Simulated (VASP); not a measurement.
Input of a VASP 6.6.1 run:

The input INCAR:

```
ALGO     = Normal         # electronic algorithm
EDIFF    = 1E-6           # SCF threshold, eV
ENCUT    = 520            # plane-wave cutoff, eV
GGA      = PE             # functional
ISIF     = 2              # what is computed and relaxed
ISMEAR   = 0              # smearing method
LASPH    = T              # aspherical terms in the spheres
LCHARG   = F              # write CHGCAR
LREAL    = F              # projectors in reciprocal space
LWAVE    = F              # write WAVECAR
NBANDS   = 16             # bands
NELM     = 80             # most SCF steps
PREC     = Accurate       # precision mode
SIGMA    = 0.05           # smearing width, eV
```

Contents of KPOINTS:

```
k-points
0
Gamma
  10 10 10
```

File POSCAR:

```
CdTe
1.0
    0.0000000000      3.2644595768      3.2644595768
    3.2644595768      0.0000000000      3.2644595768
    3.2644595768      3.2644595768      0.0000000000
Cd Te
1 1
Direct
    0.0000000000      0.0000000000      0.0000000000
    0.2500000000      0.2500000000      0.2500000000
```

Potentials or basis: VASP PAW PBE potentials, release 64 (Cd, Te).

Run with:

```bash
$ cat potpaw_PBE.64/Cd/POTCAR potpaw_PBE.64/Te/POTCAR > POTCAR
$ mpirun -np 1 vasp_std > vasp.out
```

Task: Predict the pressure.

Result: 1.7 GPa.

Task: Predict the band gap on the k mesh.

Result: 0.70 eV, direct.

Caveat: spin-orbit coupling is left out, which moves the levels of the heavy elements.
